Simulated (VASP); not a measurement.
# SiN (P6_3/mmc) in VASP: a series of runs, part 2 of 2

VASP 6.6.1. The steps go on from the part before.

### Step 3. Single point, PBE

This run uses another cell than the first one, of 14.15 Å³/atom.

The input, INCAR:

```
PREC = Accurate
ENCUT = 520
EDIFF = 1E-7
ISMEAR = 0
SIGMA = 0.1
LREAL = False
LASPH = True
NELM = 100
ALGO = Normal
ISIF = 2
LWAVE = False
LCHARG = False
GGA = PE
NBANDS = 17
```

The input, KPOINTS:

```
Automatic mesh
0
Gamma
  18 18 8
```

The input, POSCAR:

```
SiN
1.0
    3.0592874217      0.0000000000      0.0000000000
   -1.5296437108      2.6494206246      0.0000000000
    0.0000000000      0.0000000000      6.9827605774
Si N
2 2
Direct
    0.3333333333      0.6666666667      0.7500000000
    0.6666666667      0.3333333333      0.2500000000
    0.3333333333      0.6666666667      0.2500000000
    0.6666666667      0.3333333333      0.7500000000
```

Potentials or basis: VASP PAW PBE potentials, release 64 (Si, N).

Launch:

```console
$ cat potpaw_PBE.64/Si/POTCAR potpaw_PBE.64/N/POTCAR > POTCAR
$ mpirun -np 1 vasp_std > vasp.out
```

OUTCAR:

```text
PREC = Accurate
   ENCUT = 520
   EDIFF = 1E-7
   ISMEAR = 0
   LREAL = False
   LASPH = True
   NELM = 100
   ISIF = 2
   GGA = PE

 ion  position               nearest neighbor table
   1  0.333  0.667  0.750-   4 1.77   4 1.77   4 1.77
   2  0.667  0.333  0.250-   3 1.77   3 1.77   3 1.77
   3  0.333  0.667  0.250-   2 1.77   2 1.77   2 1.77
   4  0.667  0.333  0.750-   1 1.77   1 1.77   1 1.77

  LATTYP: Found a hexagonal cell.
 ALAT       =     3.0592874217
 C/A-ratio  =     2.2824794192

  Lattice vectors:

 A1 = (   3.0592874217,   0.0000000000,   0.0000000000)
 A2 = (  -1.5296437108,   2.6494206246,   0.0000000000)
 A3 = (   0.0000000000,   0.0000000000,   6.9827605774)

Analysis of symmetry for initial positions (statically):
=====================================================================
 Subroutine PRICEL returns:
 Original cell was already a primitive cell.

 Routine SETGRP: Setting up the symmetry group for a
 hexagonal supercell.

 Subroutine GETGRP returns: Found 24 space group operations
 (whereof 12 operations were pure point group operations)
[... 172 lines left out ...]

 val. band max:        7.2133632089   @ k =   0.2778   0.1111   0.0000
 cond. band min:       7.2232193802   @ k =   0.3333   0.3333   0.2500
 fundamental gap:      0.0098561713
 Fermi energy:         7.2163307444

 k-point     1 :       0.0000    0.0000    0.0000
  band No.  band energies     occupation
      1     -12.8732      2.00000
      2     -12.6207      2.00000
      3      -1.3916      2.00000
      4       0.5056      2.00000
      5       0.5056      2.00000
      6       0.5615      2.00000
[... 457 lines left out ...]
      4      -4.3624      2.00000
      5      -1.1468      2.00000
      6      -1.0099      2.00000
[... 9 lines left out ...]
     16      16.1442      0.00000
     17      16.2341      0.00000

 [... further k-points ...]

------------------------ aborting loop because EDIFF is reached ----------------------------------------

  FORCE on cell =-STRESS in cart. coord.  units (eV):
  Direction    XX          YY          ZZ          XY          YZ          ZX
  --------------------------------------------------------------------------------------
  -------------------------------------------------------------------------------------
  Total       -0.0982254     -0.0982254     -0.0356412     -0.0000000      0.0000000      0.0000000
  in kB       -2.7805845     -2.7805845     -1.0089386     -0.0000000      0.0000000      0.0000000
  external PRESSURE =      -2.1900359 kB  Pullay stress =       0.0000000 kB

 VOLUME and BASIS-vectors are now :
 -----------------------------------------------------------------------------
  energy-cutoff  :      520.00
  volume of cell :       56.60
      direct lattice vectors                 reciprocal lattice vectors
     3.059287422  0.000000000  0.000000000     0.326873504  0.188720506  0.000000000
    -1.529643711  2.649420625  0.000000000     0.000000000  0.377441011  0.000000000
     0.000000000  0.000000000  6.982760577     0.000000000  0.000000000  0.143209836

 POSITION                                       TOTAL-FORCE (eV/Angst)
 -----------------------------------------------------------------------------------
     -0.00000      1.76628      5.23707         0.000000      0.000000     -0.000000
      1.52964      0.88314      1.74569        -0.000000      0.000000     -0.000000
     -0.00000      1.76628      1.74569        -0.000000     -0.000000      0.000000
      1.52964      0.88314      5.23707        -0.000000      0.000000      0.000000
 -----------------------------------------------------------------------------------
    total drift:                               -0.000000      0.000000      0.000000

  FREE ENERGIE OF THE ION-ELECTRON SYSTEM (eV)
  ---------------------------------------------------
  free  energy   TOTEN  =       -26.2784699631 eV

  energy  without entropy=      -26.2632180324  energy(sigma->0) =      -26.27084400
```

OSZICAR:

```text
N       E                     dE             d eps       ncg     rms          rms(c)
DAV:   1     0.595369702866E+02    0.59537E+02   -0.83588E+03  6290   0.933E+02
DAV:   2    -0.253435604288E+02   -0.84881E+02   -0.79895E+02  8742   0.193E+02
DAV:   3    -0.303756332054E+02   -0.50321E+01   -0.49892E+01  7431   0.477E+01
DAV:   4    -0.304232264589E+02   -0.47593E-01   -0.47571E-01  8517   0.524E+00
DAV:   5    -0.304237666048E+02   -0.54015E-03   -0.54010E-03  8063   0.534E-01    0.143E+01
DAV:   6    -0.263193510467E+02    0.41044E+01   -0.13485E+01  7414   0.246E+01    0.673E+00
DAV:   7    -0.263089538962E+02    0.10397E-01   -0.83356E-01  6825   0.670E+00    0.316E+00
DAV:   8    -0.262833396686E+02    0.25614E-01   -0.62438E-02  8062   0.175E+00    0.985E-01
DAV:   9    -0.262783496712E+02    0.49900E-02   -0.79691E-03  7987   0.670E-01    0.181E-01
DAV:  10    -0.262784708124E+02   -0.12114E-03   -0.96360E-04  7421   0.243E-01    0.538E-02
DAV:  11    -0.262784668743E+02    0.39381E-05   -0.63300E-05  8441   0.619E-02    0.174E-02
DAV:  12    -0.262784706782E+02   -0.38039E-05   -0.16842E-05  7682   0.247E-02    0.956E-03
DAV:  13    -0.262784700161E+02    0.66207E-06   -0.37855E-06  7765   0.124E-02    0.133E-03
DAV:  14    -0.262784699631E+02    0.53002E-07   -0.25552E-07  6489   0.415E-03
   1 F= -.26278470E+02 E0= -.26270844E+02  d E =-.152519E-01
```

It took 3.8 min on 1 thread of AMD EPYC 7R13, shared host; peak memory 0.28 GiB.

What came out:

| Property | Result |
| --- | --- |
| Free energy | -26.2785 eV |
| Pressure | -0.2 GPa |
| Band gap on the k mesh | zero (bands 9 and 10 overlap by 2.19 eV) |

Stress tensor (GPa, compression positive):
```
-0.28  0.00  0.00
 0.00 -0.28  0.00
 0.00  0.00 -0.10
```

### Step 4. Relaxation of cell and atoms, PBE

This run uses another cell than the first one, of 13.92 Å³/atom.

The input, INCAR:

```
ALGO = Normal
EDIFF = 1E-6
EDIFFG = -0.01
ENCUT = 600
GGA = PE
IBRION = 2
ISIF = 3
ISMEAR = 0
LASPH = True
LCHARG = False
LREAL = False
LWAVE = False
NELM = 80
NSW = 100
PREC = Accurate
SIGMA = 0.1
```

The input, KPOINTS:

```
k-points
0
Gamma
  18 18 8
```

The input, POSCAR:

```
SiN
1.0
    3.0592857292      0.0000000000      0.0000000000
   -1.5296428646      2.6494191589      0.0000000000
    0.0000000000      0.0000000000      6.8691910086
Si N
2 2
Direct
    0.3333333333      0.6666666667      0.7500000000
    0.6666666667      0.3333333333      0.2500000000
    0.3333333333      0.6666666667      0.2500000000
    0.6666666667      0.3333333333      0.7500000000
```

Potentials or basis: VASP PAW PBE potentials, release 64 (Si, N).

Launch:

```console
$ cat potpaw_PBE.64/Si/POTCAR potpaw_PBE.64/N/POTCAR > POTCAR
$ mpirun -np 1 vasp_std > vasp.out
```

OUTCAR:

```text
EDIFF = 1E-6
   EDIFFG = -0.01
   ENCUT = 600
   GGA = PE
   IBRION = 2
   ISIF = 3
   ISMEAR = 0
   LASPH = True
   LREAL = False
   NELM = 80
   NSW = 100
   PREC = Accurate

 ion  position               nearest neighbor table
   1  0.333  0.667  0.750-   4 1.77   4 1.77   4 1.77
   2  0.667  0.333  0.250-   3 1.77   3 1.77   3 1.77
   3  0.333  0.667  0.250-   2 1.77   2 1.77   2 1.77
   4  0.667  0.333  0.750-   1 1.77   1 1.77   1 1.77

  LATTYP: Found a hexagonal cell.
 ALAT       =     3.0592857292
 C/A-ratio  =     2.2453577785

  Lattice vectors:

 A1 = (   3.0592857292,   0.0000000000,   0.0000000000)
 A2 = (  -1.5296428646,   2.6494191589,   0.0000000000)
 A3 = (   0.0000000000,   0.0000000000,   6.8691910086)

Analysis of symmetry for initial positions (statically):
=====================================================================
 Subroutine PRICEL returns:
 Original cell was already a primitive cell.

 Routine SETGRP: Setting up the symmetry group for a
 hexagonal supercell.

 Subroutine GETGRP returns: Found 24 space group operations
 (whereof 12 operations were pure point group operations)
 out of a pool of 24 trial point group operations.

The static configuration has the point symmetry D_3d.
 The point group associated with its full space group is D_6h.

Analysis of symmetry for dynamics (positions and initial velocities):
=====================================================================
 Subroutine PRICEL returns:
 Original cell was already a primitive cell.

 Routine SETGRP: Setting up the symmetry group for a
 hexagonal supercell.

 Subroutine GETGRP returns: Found 24 space group operations
 (whereof 12 operations were pure point group operations)
 out of a pool of 24 trial point group operations.

The dynamic configuration has the point symmetry D_3d.
 The point group associated with its full space group is D_6h.

 Subroutine INISYM returns: Found 24 space group operations
 (whereof 12 operations are pure point group operations),
 and found     1 'primitive' translations

----------------------------------------------------------------------------------------

                                     Primitive cell

  volume of cell :      55.6771

  direct lattice vectors                    reciprocal lattice vectors
     3.059285729  0.000000000  0.000000000     0.326873685  0.188720610  0.000000000
    -1.529642865  2.649419159  0.000000000     0.000000000  0.377441220  0.000000000
     0.000000000  0.000000000  6.869191009     0.000000000  0.000000000  0.145577550

  length of vectors
     3.059285729  3.059285729  6.869191009     0.377441220  0.377441220  0.145577550

  position of ions in fractional coordinates (direct lattice)
     0.333333333  0.666666667  0.750000000
     0.666666667  0.333333333  0.250000000
     0.333333333  0.666666667  0.250000000
     0.666666667  0.333333333  0.750000000

  ion indices of the primitive-cell ions
   primitive index   ion index
                 1           1
                 2           2
                 3           3
                 4           4

----------------------------------------------------------------------------------------

 KPOINTS: k-points

Automatic generation of k-mesh.
 Grid dimensions read from file:
[... 58 lines left out ...]
   ICHARG =      2    charge: 1-file 2-atom 10-const
   ISPIN  =      1    spin polarized calculation?
   LNONCOLLINEAR =      F non collinear calculations
   LSORBIT =      F    spin-orbit coupling
   LASPH  =      T    aspherical Exc in radial PAW
   ENCUT  =  600.0 eV  44.10 Ry    6.64 a.u.   6.11  6.11 13.72*2*pi/ulx,y,z
   NELM   =     80;   NELMIN=  2; NELMDL= -5     # of ELM steps
   EDIFF  = 0.1E-05   stopping-criterion for ELM
   LREAL  =      F    real-space projection
   EDIFFG = -.1E-01   stopping-criterion for IOM
   NSW    =    100    number of steps for IOM
   IBRION =      2    ionic relax: 0-MD 1-quasi-New 2-CG
   NFREE  =      1    steps in history (QN), initial steepest desc. (CG)
   ISIF   =      3    stress and relaxation
   ISYM   =      2    0-nonsym 1-usesym 2-fastsym
   POTIM  = 0.5000    time-step for ionic-motion
   TEBEG  =    0.0;   TEEND  =   0.0 temperature during run
   PSTRESS=    0.0 pullay stress
   NELECT =      18.0000    total number of electrons
   NUPDOWN=      -1.0000    fix difference up-down
   EMIN   =  10.00;   EMAX   =-10.00  energy-range for DOS
   EFERMI =   0.00;   METHOD = LEGACY
   ISMEAR =     0;   SIGMA  =   0.10  broadening in eV -4-tet -1-fermi 0-gaus
   EFERMI_NEDOS =   21; number of points for ismear=-14 and -15
   IALGO  =     38    algorithm
   IMIX   =      4    mixing-type and parameters
     AMIX     =   0.40;   BMIX     =  1.00
     AMIX_MAG =   1.60;   BMIX_MAG =  1.00
  volume/ion in A,a.u.               =      13.92        93.93
  Fermi-wavevector in a.u.,A,eV,Ry     =   1.123587  2.123272 17.176660  1.262449
  Thomas-Fermi vector in A             =   2.260255
   LORBIT       =      0    0 simple, 1 ext, 2 COOP (PROOUT), +10 PAW based schemes
   GGA     = PE    functional components
   LHFCALC =     F    Hartree Fock is set to
   AEXX    =    0.0000 exact exchange contribution
   IVDW    =     0    specifies the selected vdW correction
   LEPSILON=     F    determine dielectric tensor
   LRPA    =     F    only Hartree local field effects (RPA)
 conjugate gradient relaxation of ions
 non-spin polarized calculation
 Gauss-broadening in eV      SIGMA  =   0.10
  energy-cutoff  :      600.00
  volume of cell :       55.68
 maximum number of plane-waves:      1890
   NGX = 13   NGY = 13   NGZ = 27

--------------------------------------- Ionic step        1  -------------------------------------------

 number of electron      17.9999999 magnetization

 Free energy of the ion-electron system (eV)
  ---------------------------------------------------
  ext. energy  EPLUGINS =         0.00000000
  ---------------------------------------------------
  free energy    TOTEN  =       -26.28023324 eV

  energy without entropy =      -26.26521454  energy(sigma->0) =      -26.27272389

------------------------ aborting loop because EDIFF is reached ----------------------------------------

  FORCE on cell =-STRESS in cart. coord.  units (eV):
  Direction    XX          YY          ZZ          XY          YZ          ZX
  --------------------------------------------------------------------------------------
  -------------------------------------------------------------------------------------
  Total       -0.1257127     -0.1257127      0.1135094      0.0000000      0.0000000      0.0000000
  in kB       -3.6175395     -3.6175395      3.2663766      0.0000000      0.0000000      0.0000000
  external PRESSURE =      -1.3229008 kB  Pullay stress =       0.0000000 kB
[... 139 lines left out ...]
--------------------------------------- Ionic step        5  -------------------------------------------

 number of electron      18.0000000 magnetization

 Free energy of the ion-electron system (eV)
  ---------------------------------------------------
  ext. energy  EPLUGINS =         0.00000000
  ---------------------------------------------------
  free energy    TOTEN  =       -26.28090210 eV

  energy without entropy =      -26.26574609  energy(sigma->0) =      -26.27332410

 E-fermi :   7.3376     XC(G=0):  -9.8740

 val. band max:        7.3361847836   @ k =   0.2778   0.2778   0.2500
 cond. band min:       7.3449176786   @ k =   0.3333   0.3333   0.2500
 fundamental gap:      0.0087328951
 Fermi energy:         7.3375559922

 k-point     1 :       0.0000    0.0000    0.0000
  band No.  band energies     occupation
      1     -12.7970      2.00000
      2     -12.5269      2.00000
      3      -1.3422      2.00000
      4       0.6015      2.00000
      5       0.6015      2.00000
      6       0.6619      2.00000
      7       0.6619      2.00000
      8       1.0994      2.00000
      9       4.5644      2.00000
     10       6.8067      2.00000
     11      10.1393      0.00000
     12      11.9029      0.00000
     13      11.9029      0.00000
[... 354 lines left out ...]
  band No.  band energies     occupation
      1     -10.9010      2.00000
      2     -10.7946      2.00000
      3      -4.3938      2.00000
      4      -4.2651      2.00000
      5      -1.0556      2.00000
      6      -0.9090      2.00000
      7       1.4216      2.00000
      8       2.4619      2.00000
      9       7.0822      1.99970
     10       7.6122      0.00010
     11       7.9488      0.00000
     12       8.1905      0.00000
     13      10.8229      0.00000

 [... further k-points ...]

------------------------ aborting loop because EDIFF is reached ----------------------------------------

  FORCE on cell =-STRESS in cart. coord.  units (eV):
  Direction    XX          YY          ZZ          XY          YZ          ZX
  --------------------------------------------------------------------------------------
  -------------------------------------------------------------------------------------
  Total        0.0184286      0.0184286      0.0356846     -0.0000000     -0.0000000      0.0000000
  in kB        0.5273727      0.5273727      1.0211882     -0.0000000     -0.0000000      0.0000000
  external PRESSURE =       0.6919778 kB  Pullay stress =       0.0000000 kB
[... 19 lines left out ...]
  FREE ENERGIE OF THE ION-ELECTRON SYSTEM (eV)
  ---------------------------------------------------
  free  energy   TOTEN  =       -26.2809021017 eV

  energy  without entropy=      -26.2657460909  energy(sigma->0) =      -26.27332410

 reached required accuracy - stopping structural energy minimisation
```

CONTCAR:

```text
SiN
   1.00000000000000
     3.0562846440364178    0.0000000000000000    0.0000000000000000
    -1.5281423220182089    2.6468201429094833    0.0000000000000000
    -0.0000000000000000   -0.0000000000000000    6.9209845494788507
  Si              N
     2     2
Direct
     0.3333333332999970    0.6666666667000030    0.7500000000000000
     0.6666666667000030    0.3333333332999970    0.2500000000000000
     0.3333333332999970    0.6666666667000030    0.2500000000000000
     0.6666666667000030    0.3333333332999970    0.7500000000000000

  0.00000000E+00  0.00000000E+00  0.00000000E+00
  0.00000000E+00  0.00000000E+00  0.00000000E+00
  0.00000000E+00  0.00000000E+00  0.00000000E+00
  0.00000000E+00  0.00000000E+00  0.00000000E+00
```

It took 7.3 min on 1 thread of AMD EPYC 7R13, shared host; peak memory 0.28 GiB.

What came out:

```
Free energy                           : -26.2809 eV
Relaxed volume                        : 14.00 Å³/atom
Relaxed cell                          : a = 3.056 Å, b = 3.056 Å, c = 6.921 Å, α = 90.00°, β = 90.00°, γ = 120.00°
Space group after relaxing (to 0.1 Å) : P6_3/mmc (No. 194)
Energy gained by relaxing             : 0.2 meV/atom
Ionic steps                           : 5
Pressure after relaxing               : 0.1 GPa
Band gap on the k mesh                : zero (bands 9 and 10 overlap by 2.15 eV)
```

The path:
```
step  energy change (eV)  largest force (eV/Å)  pressure (GPa)  volume (Å³)
   1              0.0000                0.0000           -0.13        55.68
   2             -0.0002                0.0000            0.27        55.58
   3             -0.0002                0.0000            0.19        55.60
   4             -0.0004                0.0000            0.15        55.70
   5             -0.0007                0.0000            0.07        55.99
```

Final structure:
```cif
data_structure
_symmetry_space_group_name_H-M 'P 1'
_symmetry_Int_Tables_number 1
_cell_length_a 3.0563
_cell_length_b 3.0563
_cell_length_c 6.9210
_cell_angle_alpha 90.000
_cell_angle_beta 90.000
_cell_angle_gamma 120.000
_cell_volume 55.99
loop_
_atom_site_label
_atom_site_type_symbol
_atom_site_fract_x
_atom_site_fract_y
_atom_site_fract_z
_atom_site_occupancy
Si1 Si 0.33333 0.66667 0.75000 1
Si2 Si 0.66667 0.33333 0.25000 1
N1 N 0.33333 0.66667 0.25000 1
N2 N 0.66667 0.33333 0.75000 1
```

Levels at points of the mesh, in eV from the Fermi level:
| k point | band 6 | band 7 | band 8 | band 9 | band 10 | band 11 | band 12 | band 13 |
| --- | --- | --- | --- | --- | --- | --- | --- | --- |
| (0.00, 0.00, 0.00) | -6.68 | -6.68 | -6.24 | -2.77 | -0.53 | 2.80 | 4.57 | 4.57 |
| (0.50, 0.00, 0.00) | -7.74 | -5.83 | -4.93 | -0.55 | -0.39 | 0.02 | 0.52 | 3.67 |
| (0.00, 0.00, 0.50) | -6.71 | -6.71 | -6.71 | -1.35 | -1.35 | 3.15 | 3.15 | 4.66 |
| (0.50, 0.00, 0.50) | -7.80 | -5.31 | -5.31 | -0.71 | -0.71 | 0.30 | 0.30 | 4.29 |

### Step 5. Overview

| task | cell | k mesh | cutoff (eV) | gap on the mesh (eV) | pressure (GPa) | relaxed volume (Å³/atom) |
| --- | --- | --- | --- | --- | --- | --- |
| relaxation of cell and atoms | relaxed from a = 2.805, b = 2.805, c = 7.450 Å, angles 90.0, 90.0, 120.0°, 4 atoms | 6 × 6 × 4 | 600 | none | -0.1 | 13.86 |
| single point | a = 3.059, b = 3.059, c = 6.983 Å, angles 90.0, 90.0, 120.0°, 4 atoms | 18 × 18 × 8 | 520 | none | -0.2 | - |
| relaxation of cell and atoms | relaxed from a = 3.059, b = 3.059, c = 6.869 Å, angles 90.0, 90.0, 120.0°, 4 atoms | 18 × 18 × 8 | 600 | none | 0.1 | 14.00 |

Alike in all rows: level PBE; potentials or basis VASP PAW PBE potentials, release 64 (Si, N); no spin polarisation; smearing gaussian 0.1 eV.

Caveats: some runs use coarse meshes.

Total energies depend on the potentials used, so only differences within one code and one set of settings carry meaning.

The gap in the log of VASP goes by the Fermi energy; the results here count the filled bands.